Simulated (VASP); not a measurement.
# Ir (Im-3m) in VASP: a series of runs

Runs on Ir. Level: PBE. Tasks: single point.

Program: VASP 6.6.1. These are calculated values, not measurements. Logs are shortened: lines on timing, memory, paths and dates and some standing lists are left out, and cuts for length are marked.

## 1. The cell of the first run

It takes space group Im-3m (No. 229, cubic). Conventional cell: a = 2.981 Å, b = 2.981 Å, c = 2.981 Å, α = 90.00°, β = 90.00°, γ = 90.00°. Within 3.4 Å of Ir (site symmetry m-3m) lie 14 Ir at 2.58 to 2.98 Å.

## 2. Single point, PBE (volume scaled by 0.88)

INCAR

```
SYSTEM = Ir
ALGO = Normal
EDIFF = 1E-6
ENCUT = 520
GGA = PE
ISIF = 2
ISMEAR = -1
LASPH = .True.
LCHARG = .False.
LREAL = .False.
LWAVE = .False.
NBANDS = 10
NELM = 60
PREC = Accurate
SIGMA = 0.05
```

KPOINTS

```
k-points
0
Gamma
  17 17 17
  0 0 0
```

POSCAR

```
Ir
1.0
   -1.4903174204      1.4903174204      1.4903174204
    1.4903174204     -1.4903174204      1.4903174204
    1.4903174204      1.4903174204     -1.4903174204
Ir
1
Direct
    0.0000000000      0.0000000000      0.0000000000
```

Potentials or basis: VASP PAW PBE potentials, release 64 (Ir).

On the command line:

```sh
$ cat potpaw_PBE.64/Ir/POTCAR > POTCAR
$ mpirun -np 1 vasp_std > vasp.out
```

OUTCAR:

```text
SYSTEM = Ir
   EDIFF = 1E-6
   ENCUT = 520
   GGA = PE
   ISIF = 2
   ISMEAR = -1
   LASPH = .True.
   LREAL = .False.
   NELM = 60
   PREC = Accurate

 ion  position               nearest neighbor table
   1  0.000  0.000  0.000-

  LATTYP: Found a body centered cubic cell.
 ALAT       =     2.9806348408

  Lattice vectors:

 A1 = (  -1.4903174204,   1.4903174204,   1.4903174204)
 A2 = (   1.4903174204,  -1.4903174204,   1.4903174204)
 A3 = (   1.4903174204,   1.4903174204,  -1.4903174204)

Analysis of symmetry for initial positions (statically):
=====================================================================
 Subroutine PRICEL returns:
 Original cell was already a primitive cell.

 Routine SETGRP: Setting up the symmetry group for a
 body centered cubic supercell.

 Subroutine GETGRP returns: Found 48 space group operations
 (whereof 48 operations were pure point group operations)
 out of a pool of 48 trial point group operations.

The static configuration has the point symmetry O_h .

Analysis of symmetry for dynamics (positions and initial velocities):
=====================================================================
 Subroutine PRICEL returns:
 Original cell was already a primitive cell.

 Routine SETGRP: Setting up the symmetry group for a
 body centered cubic supercell.

 Subroutine GETGRP returns: Found 48 space group operations
 (whereof 48 operations were pure point group operations)
 out of a pool of 48 trial point group operations.

The dynamic configuration has the point symmetry O_h .

 Subroutine INISYM returns: Found 48 space group operations
 (whereof 48 operations are pure point group operations),
 and found     1 'primitive' translations

----------------------------------------------------------------------------------------

                                     Primitive cell

  volume of cell :      13.2403

  direct lattice vectors                    reciprocal lattice vectors
    -1.490317420  1.490317420  1.490317420     0.000000000  0.335498997  0.335498997
     1.490317420 -1.490317420  1.490317420     0.335498997  0.000000000  0.335498997
     1.490317420  1.490317420 -1.490317420     0.335498997  0.335498997  0.000000000

  length of vectors
     2.581305492  2.581305492  2.581305492     0.474467232  0.474467232  0.474467232

  position of ions in fractional coordinates (direct lattice)
     0.000000000  0.000000000  0.000000000

  ion indices of the primitive-cell ions
   primitive index   ion index
                 1           1

----------------------------------------------------------------------------------------

 KPOINTS: k-points

Automatic generation of k-mesh.
 Grid dimensions read from file:
 generate k-points for:   17   17   17

 Generating k-lattice:

  Cartesian coordinates                     Fractional coordinates (reciprocal lattice)
     0.000000000  0.019735235  0.019735235     0.058823529  0.000000000  0.000000000
     0.019735235  0.000000000  0.019735235     0.000000000  0.058823529  0.000000000
     0.019735235  0.019735235  0.000000000     0.000000000  0.000000000  0.058823529

  Length of vectors
     0.027909837  0.027909837  0.027909837

  Shift w.r.t. Gamma in fractional coordinates (k-lattice)
     0.000000000  0.000000000  0.000000000

 Subroutine IBZKPT returns following result:
 ===========================================

 Found    165 irreducible k-points:

 Following reciprocal coordinates:
            Coordinates               Weight
  0.000000  0.000000  0.000000      1.000000
  0.058824  0.000000  0.000000     12.000000
  0.117647  0.000000  0.000000     12.000000
  0.176471  0.000000  0.000000     12.000000
  0.235294  0.000000  0.000000     12.000000
  0.294118  0.000000  0.000000     12.000000
[... 16 lines left out ...]
  0.411765  0.117647  0.000000     48.000000
  0.176471  0.176471  0.000000     24.000000
 [... further k-points ...]
   k-points           NKPTS =    165   k-points in BZ     NKDIM =    165   number of bands    NBANDS=     10
   number of dos      NEDOS =    301   number of ions     NIONS =      1
   total plane-waves  NPLWV =   8000
   dimension x,y,z NGX =    20 NGY =   20 NGZ =   20
   dimension x,y,z NGXF=    40 NGYF=   40 NGZF=   40
   ions per type =               1
   NGX,Y,Z   is equivalent  to a cutoff of  12.88, 12.88, 12.88 a.u.
   NGXF,Y,Z  is equivalent  to a cutoff of  25.76, 25.76, 25.76 a.u.
 SYSTEM =  Ir
   PREC   = accura    normal or accurate (medium, high low for compatibility)
   ISTART =      0    job   : 0-new  1-cont  2-samecut
   ICHARG =      2    charge: 1-file 2-atom 10-const
   ISPIN  =      1    spin polarized calculation?
   LNONCOLLINEAR =      F non collinear calculations
   LSORBIT =      F    spin-orbit coupling
   LASPH  =      T    aspherical Exc in radial PAW
   ENCUT  =  520.0 eV  38.22 Ry    6.18 a.u.   4.80  4.80  4.80*2*pi/ulx,y,z
   NELM   =     60;   NELMIN=  2; NELMDL= -5     # of ELM steps
   EDIFF  = 0.1E-05   stopping-criterion for ELM
   LREAL  =      F    real-space projection
   EDIFFG = 0.1E-04   stopping-criterion for IOM
   NSW    =      0    number of steps for IOM
   IBRION =     -1    ionic relax: 0-MD 1-quasi-New 2-CG
   NFREE  =      0    steps in history (QN), initial steepest desc. (CG)
   ISIF   =      2    stress and relaxation
   ISYM   =      2    0-nonsym 1-usesym 2-fastsym
   POTIM  = 0.5000    time-step for ionic-motion
   TEBEG  =    0.0;   TEEND  =   0.0 temperature during run
   PSTRESS=    0.0 pullay stress
   NELECT =       9.0000    total number of electrons
   NUPDOWN=      -1.0000    fix difference up-down
   EMIN   =  10.00;   EMAX   =-10.00  energy-range for DOS
   EFERMI =   0.00;   METHOD = LEGACY
   ISMEAR =    -1;   SIGMA  =   0.05  broadening in eV -4-tet -1-fermi 0-gaus
   EFERMI_NEDOS =   21; number of points for ismear=-14 and -15
   IALGO  =     38    algorithm
   IMIX   =      4    mixing-type and parameters
     AMIX     =   0.40;   BMIX     =  1.00
     AMIX_MAG =   1.60;   BMIX_MAG =  1.00
  volume/ion in A,a.u.               =      13.24        89.35
  Fermi-wavevector in a.u.,A,eV,Ry     =   1.439429  2.720126 28.190668  2.071956
  Thomas-Fermi vector in A             =   2.558285
   LORBIT       =      0    0 simple, 1 ext, 2 COOP (PROOUT), +10 PAW based schemes
   GGA     = PE    functional components
   LHFCALC =     F    Hartree Fock is set to
   AEXX    =    0.0000 exact exchange contribution
   IVDW    =     0    specifies the selected vdW correction
   LEPSILON=     F    determine dielectric tensor
   LRPA    =     F    only Hartree local field effects (RPA)
 non-spin polarized calculation
  energy-cutoff  :      520.00
  volume of cell :       13.24
 maximum number of plane-waves:       370
   NGX =  9   NGY =  9   NGZ =  9

 number of electron       9.0000002 magnetization

 Free energy of the ion-electron system (eV)
  ---------------------------------------------------
  ext. energy  EPLUGINS =         0.00000000
  ---------------------------------------------------
  free energy    TOTEN  =        -7.95018155 eV

  energy without entropy =       -7.93119226  energy(sigma->0) =       -7.94068690

 E-fermi :  11.3355     XC(G=0): -14.3653

 val. band max:       11.3348881051   @ k =   0.2941   0.2353   0.1765
 cond. band min:      11.3375725670   @ k =   0.3529   0.1176   0.1176
 fundamental gap:      0.0026844619
 Fermi energy:        11.3354850785

 k-point     1 :       0.0000    0.0000    0.0000
  band No.  band energies     occupation
      1      -0.2471      2.00000
      2       7.1983      2.00000
      3       7.1983      2.00000
      4       7.1983      2.00000
      5      10.6668      2.00000
      6      10.6668      2.00000
      7      28.2671      0.00000
      8      28.2671      0.00000
      9      28.2671      0.00000
     10      40.4454      0.00000

 k-point     2 :       0.0588    0.0000    0.0000
  band No.  band energies     occupation
      1      -0.0716      2.00000
      2       7.1119      2.00000
      3       7.1919      2.00000
      4       7.3586      2.00000
      5      10.5423      2.00000
      6      10.6719      2.00000
      7      28.3843      0.00000
      8      28.5477      0.00000
      9      28.5607      0.00000
     10      38.8797      0.00000

 k-point     3 :       0.1176    0.0000    0.0000
  band No.  band energies     occupation
      1       0.4335      2.00000
      2       6.8721      2.00000
      3       7.1544      2.00000
      4       7.8325      2.00000
      5      10.2659      2.00000
      6      10.6922      1.99999
      7      28.6319      0.00000
      8      29.2295      0.00000
      9      29.3651      0.00000
     10      36.8780      0.00000

 k-point     4 :       0.1765    0.0000    0.0000
  band No.  band energies     occupation
      1       1.1930      2.00000
      2       6.5283      2.00000
      3       7.0689      2.00000
      4       8.5976      2.00000
      5      10.0474      2.00000
      6      10.7384      1.99999
      7      28.6508      0.00000
      8      29.5506      0.00000
      9      30.6540      0.00000
     10      35.6632      0.00000
[... 222 lines left out ...]
 k-point    22 :       0.3529    0.1176    0.0000
  band No.  band energies     occupation
      1       3.3768      2.00000
      2       5.3558      2.00000
      3       8.4488      2.00000
      4      10.4107      2.00000
      5      11.5277      0.04194
      6      14.4039      0.00000
      7      21.7171      0.00000
      8      25.4812      0.00000
      9      29.2063      0.00000
     10      36.1532      0.00000

 k-point    23 :       0.4118    0.1176    0.0000
  band No.  band energies     occupation
      1       3.3086      2.00000
      2       5.2528      2.00000
      3       9.1298      2.00000
      4      10.4203      2.00000
      5      11.8713      0.00004
      6      15.3260      0.00000
      7      20.2462      0.00000
      8      24.9936      0.00000
      9      28.4392      0.00000
     10      36.6208      0.00000

 k-point    24 :       0.1765    0.1765    0.0000
  band No.  band energies     occupation
      1       3.2523      2.00000
      2       6.0851      2.00000
      3       6.2774      2.00000
      4       9.7573      2.00000
      5      11.1741      1.92366
      6      11.7160      0.00099
      7      26.4258      0.00000
      8      28.2937      0.00000
      9      31.4449      0.00000
     10      32.1404      0.00000

 [... further k-points ...]
[... 5 lines left out ...]
  --------------------------------------------------------------------------------------
  -------------------------------------------------------------------------------------
  Total        4.5786276      4.5786276      4.5786276      0.0000000      0.0000000     -0.0000000
  in kB      554.0507952    554.0507952    554.0507952      0.0000000      0.0000000     -0.0000000
  external PRESSURE =     554.0507952 kB  Pullay stress =       0.0000000 kB

 VOLUME and BASIS-vectors are now :
 -----------------------------------------------------------------------------
  energy-cutoff  :      520.00
  volume of cell :       13.24
      direct lattice vectors                 reciprocal lattice vectors
    -1.490317420  1.490317420  1.490317420     0.000000000  0.335498997  0.335498997
     1.490317420 -1.490317420  1.490317420     0.335498997  0.000000000  0.335498997
     1.490317420  1.490317420 -1.490317420     0.335498997  0.335498997  0.000000000

 POSITION                                       TOTAL-FORCE (eV/Angst)
 -----------------------------------------------------------------------------------
      0.00000      0.00000      0.00000         0.000000     -0.000000      0.000000
 -----------------------------------------------------------------------------------
    total drift:                                0.000000     -0.000000      0.000000

  FREE ENERGIE OF THE ION-ELECTRON SYSTEM (eV)
  ---------------------------------------------------
  free  energy   TOTEN  =        -7.9501815494 eV

  energy  without entropy=       -7.9311922583  energy(sigma->0) =       -7.94068690
```

Run time: 38 s. Hardware: 1 thread of AMD EPYC 7R13, shared host; peak memory 0.12 GiB.

What came out:

* Free energy: -7.9502 eV
* Pressure: 55.4 GPa

Caveat: spin-orbit coupling is left out, which moves the levels of the heavy elements.

## 3. Single point, PBE (volume scaled by 0.88)

INCAR

```
PREC     = Accurate       # precision mode
ENCUT    = 520            # plane-wave cutoff, eV
EDIFF    = 1E-7           # SCF threshold, eV
ISMEAR   = -1             # smearing method
SIGMA    = 0.05           # smearing width, eV
LREAL    = False          # projectors in reciprocal space
LASPH    = True           # aspherical terms in the spheres
NELM     = 100            # most SCF steps
ALGO     = Normal         # electronic algorithm
ISIF     = 2              # what is computed and relaxed
LWAVE    = False          # write WAVECAR
LCHARG   = False          # write CHGCAR
GGA      = PE             # functional
NBANDS   = 10             # bands
```

KPOINTS

```
Automatic mesh
0
Gamma
  17 17 17
```

POSCAR is that of step 2.

Potentials or basis: VASP PAW PBE potentials, release 64 (Ir).

On the command line:

```sh
$ cat potpaw_PBE.64/Ir/POTCAR > POTCAR
$ mpirun -np 1 vasp_std > vasp.out
```

Wall time 40 s (1 thread of AMD EPYC 7R13, shared host); peak memory 0.11 GiB.

It converged, with:

```yaml
Free_energy: -7.9502 eV
Pressure: 55.4 GPa
```

Levels at points of the mesh, in eV from the Fermi level:
```
           k point  band 2  band 3  band 4  band 5  band 6  band 7
(0.00, 0.00, 0.00)   -4.14   -4.14   -4.14   -0.67   -0.67   16.93
```

Caveat: spin-orbit coupling is left out, which moves the levels of the heavy elements.
